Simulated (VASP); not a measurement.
Set up this calculation in VASP 6.6.1, as the native input.

```yaml
Task: single point
Functional: PBEsol
Dispersion: D3(BJ)
Potentials_or_basis: VASP PAW PBE potentials, release 64 (B)
Cutoff: 520 eV
k_mesh: 14 × 14 × 14
Occupations: fermi-dirac, width 0.05 eV
Spin: no spin polarisation
Dipole_correction: no
Further_INCAR_settings: ALGO = Normal; EDIFF = 1e-07; NBANDS = 8
```

The structure of B lies in POSCAR:

```
B
1.0
    1.8680385709      0.0000000000      0.0000000000
    0.0000000000      1.8680385709      0.0000000000
    0.0000000000      0.0000000000      1.8680385709
B
1
Direct
    0.5000000000      0.5000000000      0.5000000000
```

These files were run (other wordings do the same):

INCAR

```
ALGO = Normal ; EDIFF = 1E-7
ENCUT = 520 ; GGA = PS
ISIF = 2 ; ISMEAR = -1
IVDW = 12 ; LASPH = True
LCHARG = True ; LELF = True
LREAL = False ; LVHAR = True
LWAVE = False ; NBANDS = 8
NELM = 80 ; PREC = Accurate
SIGMA = 0.05
```

KPOINTS

```
k-points
0
Gamma
  14 14 14
```

Potentials or basis: VASP PAW PBE potentials, release 64 (B).

The run is started by

```bash
$ cat potpaw_PBE.64/B/POTCAR > POTCAR
$ mpirun -np 1 vasp_std > vasp.out
```

Results of the run:

```yaml
Pressure: 0.3 GPa
Dispersion_energy_per_atom: -0.169 eV
```

Caveat: the PAW data sets were made with another functional, which shifts forces and pressure a little; pairwise dispersion overbinds metals, which lowers pressure and volume.

It took 1.6 s on 1 thread of Intel(R) Xeon(R) Platinum 8481C CPU @ 2.70GHz (Sapphire Rapids), with other jobs on the host, peak memory 0.11 GiB.
